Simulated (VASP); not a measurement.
A run of VASP 6.6.1 is set up as follows.

File POSCAR:

```
CsPbCl3
1.0
    3.9321785587      2.2702443494      3.2104153794
   -3.9321785587      2.2702443494      3.2104153794
    0.0000000000     -4.5404886988      3.2104153794
Cs Pb Cl
1 1 3
Direct
    0.5000000000      0.5000000000      0.5000000000
    0.0000000000      0.0000000000      0.0000000000
    0.5000000000      0.0000514085      0.9999485915
    0.0000514085      0.9999485915      0.5000000000
    0.9999485915      0.5000000000      0.0000514085
```

The input INCAR.step1:

```
  PREC = Accurate
  ENCUT = 520
  ISMEAR = 0
  SIGMA = 0.01
  LREAL = F
  LASPH = T
  NELM = 60
  NBANDS = 30
  GGA = PE
  ALGO = Normal
  EDIFF = 1E-4
  LWAVE = T
  LCHARG = F
```

The input INCAR.step2:

```
  PREC = Accurate
  ENCUT = 520
  EDIFF = 1E-6
  ISMEAR = 0
  SIGMA = 0.01
  LREAL = F
  LASPH = T
  NELM = 60
  ALGO = Normal
  ISIF = 2
  LWAVE = F
  LCHARG = F
  METAGGA = R2SCAN
  LMIXTAU = T
  NBANDS = 30
  ISTART = 1
```

KPOINTS

```
Automatic mesh
0
Gamma
  4 4 4
```

Potentials or basis: VASP PAW PBE potentials, release 64 (Cs_sv, Pb_d, Cl).

The run is started by

```sh
$ cat potpaw_PBE.64/Cs_sv/POTCAR potpaw_PBE.64/Pb_d/POTCAR potpaw_PBE.64/Cl/POTCAR > POTCAR
$ cp INCAR.step1 INCAR
$ mpirun -np 1 vasp_std > vasp.out
$ cp INCAR.step2 INCAR
$ mpirun -np 1 vasp_std > vasp.out
```

(1) Estimate the pressure.

(2) Predict the band gap on the k mesh.

Results:

(1) 1.8 GPa.

(2) 2.19 eV.

Caveat: the PAW data sets were made with another functional, which shifts forces and pressure a little; spin-orbit coupling is left out, which moves the levels of the heavy elements.
